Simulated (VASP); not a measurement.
# V (Fd-3m) in VASP: notebook

V is run at these levels: LDA; tasks: single point.

Everything below comes from runs of VASP 6.6.1. Logs are shortened: lines on timing, memory, paths and dates and some standing lists are left out, and cuts for length are marked.

## (1) The cell of the first run

It takes space group Fd-3m (No. 227, cubic). The conventional cell has a = 5.169 Å, b = 5.169 Å, c = 5.169 Å, α = 90.00°, β = 90.00°, γ = 90.00°. Within 3.0 Å of V (site symmetry -43m) lie 4 V at 2.24 Å.

This isn't the form of V at room conditions, which is bcc.

## (2) Single point, LDA (17.26 Å³/atom)

File INCAR:

```
SYSTEM = V
PREC     = Accurate       ! precision mode
ENCUT    = 520            ! plane-wave cutoff, eV
EDIFF    = 1E-6           ! SCF threshold, eV
ISMEAR   = -1             ! smearing method
SIGMA    = 0.1            ! smearing width, eV
LREAL    = .FALSE.        ! projectors in reciprocal space
LASPH    = .TRUE.         ! aspherical terms in the spheres
NELM     = 60             ! most SCF steps
ALGO     = Normal         ! electronic algorithm
ISIF     = 2              ! what is computed and relaxed
LWAVE    = .FALSE.        ! write WAVECAR
LCHARG   = .TRUE.         ! write CHGCAR
GGA      = CA             ! functional
LELF     = .TRUE.         ! ELF
LVHAR    = .TRUE.       
NBANDS   = 20             ! bands
```

File KPOINTS:

```
Automatic mesh
0
G
  17 17 17
  0 0 0
```

File POSCAR:

```
V
1.0
    0.0000000000      2.5844655569      2.5844655569
    2.5844655569      0.0000000000      2.5844655569
    2.5844655569      2.5844655569      0.0000000000
V
2
Direct
    0.1250000000      0.1250000000      0.1250000000
    0.8750000000      0.8750000000      0.8750000000
```

Potentials or basis: VASP PAW LDA potentials, release 64 (V_sv).

The run is started by

```
$ cat potpaw_LDA.64/V_sv/POTCAR > POTCAR
$ mpirun -np 1 vasp_std > vasp.out
```

OUTCAR:

```text
SYSTEM = V
   PREC = Accurate
   ENCUT = 520
   EDIFF = 1E-6
   ISMEAR = -1
   LREAL = .FALSE.
   LASPH = .TRUE.
   NELM = 60
   ISIF = 2
   GGA = CA

 ion  position               nearest neighbor table
   1  0.125  0.125  0.125-   2 2.24   2 2.24   2 2.24   2 2.24
   2  0.875  0.875  0.875-   1 2.24   1 2.24   1 2.24   1 2.24

  LATTYP: Found a face centered cubic cell.
 ALAT       =     5.1689311138

  Lattice vectors:

 A1 = (   0.0000000000,   2.5844655569,   2.5844655569)
 A2 = (   2.5844655569,   0.0000000000,   2.5844655569)
 A3 = (   2.5844655569,   2.5844655569,   0.0000000000)

Analysis of symmetry for initial positions (statically):
=====================================================================
 Subroutine PRICEL returns:
 Original cell was already a primitive cell.

 Routine SETGRP: Setting up the symmetry group for a
 face centered cubic supercell.

 Subroutine GETGRP returns: Found 48 space group operations
 (whereof 12 operations were pure point group operations)
 out of a pool of 48 trial point group operations.

The static configuration has the point symmetry D_3d.
 The point group associated with its full space group is O_h .

Analysis of symmetry for dynamics (positions and initial velocities):
=====================================================================
 Subroutine PRICEL returns:
 Original cell was already a primitive cell.

 Routine SETGRP: Setting up the symmetry group for a
 face centered cubic supercell.

 Subroutine GETGRP returns: Found 48 space group operations
 (whereof 12 operations were pure point group operations)
 out of a pool of 48 trial point group operations.

The dynamic configuration has the point symmetry D_3d.
 The point group associated with its full space group is O_h .

 Subroutine INISYM returns: Found 48 space group operations
 (whereof 12 operations are pure point group operations),
 and found     1 'primitive' translations

----------------------------------------------------------------------------------------

                                     Primitive cell

  volume of cell :      34.5257

  direct lattice vectors                    reciprocal lattice vectors
     0.000000000  2.584465557  2.584465557    -0.193463596  0.193463596  0.193463596
[... 74 lines left out ...]
   NGX,Y,Z   is equivalent  to a cutoff of  12.74, 12.74, 12.74 a.u.
   NGXF,Y,Z  is equivalent  to a cutoff of  25.47, 25.47, 25.47 a.u.
 SYSTEM =  V
   PREC   = accura    normal or accurate (medium, high low for compatibility)
   ISTART =      0    job   : 0-new  1-cont  2-samecut
   ICHARG =      2    charge: 1-file 2-atom 10-const
   ISPIN  =      1    spin polarized calculation?
   LNONCOLLINEAR =      F non collinear calculations
   LSORBIT =      F    spin-orbit coupling
   LASPH  =      T    aspherical Exc in radial PAW
   ENCUT  =  520.0 eV  38.22 Ry    6.18 a.u.   6.80  6.80  6.80*2*pi/ulx,y,z
   NELM   =     60;   NELMIN=  2; NELMDL= -5     # of ELM steps
   EDIFF  = 0.1E-05   stopping-criterion for ELM
   LREAL  =      F    real-space projection
   EDIFFG = 0.1E-04   stopping-criterion for IOM
   NSW    =      0    number of steps for IOM
   IBRION =     -1    ionic relax: 0-MD 1-quasi-New 2-CG
   NFREE  =      0    steps in history (QN), initial steepest desc. (CG)
   ISIF   =      2    stress and relaxation
   ISYM   =      2    0-nonsym 1-usesym 2-fastsym
   POTIM  = 0.5000    time-step for ionic-motion
   TEBEG  =    0.0;   TEEND  =   0.0 temperature during run
   PSTRESS=    0.0 pullay stress
   NELECT =      26.0000    total number of electrons
   NUPDOWN=      -1.0000    fix difference up-down
   EMIN   =  10.00;   EMAX   =-10.00  energy-range for DOS
   EFERMI =   0.00;   METHOD = LEGACY
   ISMEAR =    -1;   SIGMA  =   0.10  broadening in eV -4-tet -1-fermi 0-gaus
   EFERMI_NEDOS =   21; number of points for ismear=-14 and -15
   IALGO  =     38    algorithm
   IMIX   =      4    mixing-type and parameters
     AMIX     =   0.40;   BMIX     =  1.00
     AMIX_MAG =   1.60;   BMIX_MAG =  1.00
  volume/ion in A,a.u.               =      17.26       116.50
  Fermi-wavevector in a.u.,A,eV,Ry     =   1.489425  2.814604 30.182970  2.218386
  Thomas-Fermi vector in A             =   2.602335
   LORBIT       =      0    0 simple, 1 ext, 2 COOP (PROOUT), +10 PAW based schemes
   GGA     = CA    functional components
   LHFCALC =     F    Hartree Fock is set to
   AEXX    =    0.0000 exact exchange contribution
   IVDW    =     0    specifies the selected vdW correction
   LEPSILON=     F    determine dielectric tensor
   LRPA    =     F    only Hartree local field effects (RPA)
 non-spin polarized calculation
  energy-cutoff  :      520.00
  volume of cell :       34.53
 maximum number of plane-waves:       946
   NGX = 13   NGY = 13   NGZ = 13

 number of electron      25.9999984 magnetization

 Free energy of the ion-electron system (eV)
  ---------------------------------------------------
  ext. energy  EPLUGINS =         0.00000000
  ---------------------------------------------------
  free energy    TOTEN  =       -15.12678183 eV

  energy without entropy =      -14.98112709  energy(sigma->0) =      -15.05395446

 E-fermi :   6.7204     XC(G=0): -11.5360

 val. band max:        6.7158702239   @ k =  -0.4706   0.3529   0.1176
 cond. band min:       6.7212266804   @ k =  -0.3529   0.2353   0.0000
 fundamental gap:      0.0053564565
 Fermi energy:         6.7203613051

 k-point     1 :       0.0000    0.0000    0.0000
  band No.  band energies     occupation
      1     -56.2667      2.00000
      2     -55.4463      2.00000
      3     -30.7498      2.00000
      4     -30.7498      2.00000
      5     -30.7498      2.00000
      6     -29.7138      2.00000
[... 541 lines left out ...]
     19      10.8213      0.00000
     20      17.5358      0.00000

 [... further k-points ...]
[... 5 lines left out ...]
  --------------------------------------------------------------------------------------
  -------------------------------------------------------------------------------------
  Total       -0.4833970     -0.4833970     -0.4833970     -0.0000000     -0.0000000     -0.0000000
  in kB      -22.4322238    -22.4322238    -22.4322238     -0.0000000     -0.0000000     -0.0000000
  external PRESSURE =     -22.4322238 kB  Pullay stress =       0.0000000 kB

 VOLUME and BASIS-vectors are now :
 -----------------------------------------------------------------------------
  energy-cutoff  :      520.00
  volume of cell :       34.53
      direct lattice vectors                 reciprocal lattice vectors
     0.000000000  2.584465557  2.584465557    -0.193463596  0.193463596  0.193463596
     2.584465557  0.000000000  2.584465557     0.193463596 -0.193463596  0.193463596
     2.584465557  2.584465557  0.000000000     0.193463596  0.193463596 -0.193463596

 POSITION                                       TOTAL-FORCE (eV/Angst)
 -----------------------------------------------------------------------------------
      0.64612      0.64612      0.64612         0.000000     -0.000000     -0.000000
      4.52281      4.52281      4.52281        -0.000000      0.000000      0.000000
 -----------------------------------------------------------------------------------
    total drift:                                0.000000     -0.000000     -0.000000

  FREE ENERGIE OF THE ION-ELECTRON SYSTEM (eV)
  ---------------------------------------------------
  free  energy   TOTEN  =       -15.1267818256 eV

  energy  without entropy=      -14.9811270937  energy(sigma->0) =      -15.05395446
```

Wall time 2 min (1 thread of Intel Xeon 8259CL, shared host); peak memory 0.21 GiB.

What came out:

| Quantity | Value |
| --- | --- |
| Free energy | -15.1268 eV |
| Pressure | -2.2 GPa |
| Band gap on the k mesh | zero (bands 13 and 14 overlap by 1.05 eV) |

Levels at points of the mesh, in eV from the Fermi level:
| k point | band 11 | band 12 | band 13 | band 14 | band 15 | band 16 |
| --- | --- | --- | --- | --- | --- | --- |
| (0.00, 0.00, 0.00) | -1.29 | -0.60 | -0.60 | -0.60 | 1.60 | 1.60 |

## (3) Single point, LDA (17.93 Å³/atom)

This run uses another cell than the first one, of 17.93 Å³/atom.

File INCAR:

```
  ALGO = Normal
  EDIFF = 1E-6
  ENCUT = 520
  GGA = CA
  ISIF = 2
  ISMEAR = -1
  LASPH = T
  LCHARG = F
  LREAL = F
  LWAVE = F
  NBANDS = 20
  NELM = 80
  PREC = Accurate
  SIGMA = 0.1
```

File KPOINTS:

```
k-points
0
Gamma
  17 17 17
```

File POSCAR:

```
V
1.0
    0.0000000000      2.6171837841      2.6171837841
    2.6171837841      0.0000000000      2.6171837841
    2.6171837841      2.6171837841      0.0000000000
V
2
Direct
    0.1250000000      0.1250000000      0.1250000000
    0.8750000000      0.8750000000      0.8750000000
```

Potentials or basis: VASP PAW LDA potentials, release 64 (V_sv).

The run is started by

```
$ cat potpaw_LDA.64/V_sv/POTCAR > POTCAR
$ mpirun -np 1 vasp_std > vasp.out
```

Run time: 2.4 min. Hardware: 1 thread of Intel Xeon 8259CL, shared host; peak memory 0.21 GiB.

It converged, with:

- Free energy: -15.0977 eV
- Pressure: -4.8 GPa
- Band gap on the k mesh: zero (bands 13 and 14 overlap by 0.96 eV)

Levels at points of the mesh, in eV from the Fermi level:
| k point | band 10 | band 11 | band 12 | band 13 | band 14 | band 15 | band 16 | band 17 |
| --- | --- | --- | --- | --- | --- | --- | --- | --- |
| (0.00, 0.00, 0.00) | -1.19 | -1.19 | -0.57 | -0.57 | -0.57 | 1.56 | 1.56 | 1.56 |

Caveat: the cell stands under tension.

(Continued in part 2 of 2.)
